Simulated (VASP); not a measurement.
## CdSe (zincblende type): density of states with LDA

CdSe (zincblende type):

```xyz
2
Lattice="0.0000 2.6420 2.6420 2.6420 0.0000 2.6420 2.6420 2.6420 0.0000" Properties=species:S:1:pos:R:3 pbc="T T T"
Cd    0.0000    0.0000    0.0000
Se    1.3210    1.3210    1.3210
```

This cell differs from its parent crystal: volume scaled by 0.68.

```json
{"Program": "VASP 6.6.1", "Task": "density of states", "Functional": "LDA", "Potentials or basis": "VASP PAW LDA potentials, release 64 (Cd, Se)", "Cutoff": "520 eV", "k mesh": "12 × 12 × 12", "Occupations": "fermi-dirac, width 0.05 eV", "Spin": "no spin polarisation", "Dipole correction": "no", "k mesh for the DOS": "18 × 18 × 18", "Occupations for the DOS": "tetrahedron", "Further INCAR settings": "ALGO = Normal; EDIFF = 1e-07"}
```

The valence electrons inside the program's atomic spheres are Cd 10.85; Se 4.20.

Levels at points of the mesh, in eV from the valence-band top:
```tsv
k point	band 5	band 6	band 7	band 8	band 9	band 10	band 11	band 12	band 13
(0.00, 0.00, 0.00)	-9.60	-9.60	0.00	0.00	0.00	1.11	5.40	5.40	5.40
(0.50, 0.00, 0.00)	-9.52	-8.87	-7.81	-1.63	-1.63	2.46	6.06	6.06	7.69
(0.50, 0.50, 0.00)	-9.42	-8.76	-6.52	-3.90	-3.90	1.89	3.32	11.46	12.60
```

It took 49 s on 1 thread of Intel Xeon 6975P-C (shared host), peak memory 0.22 GiB.
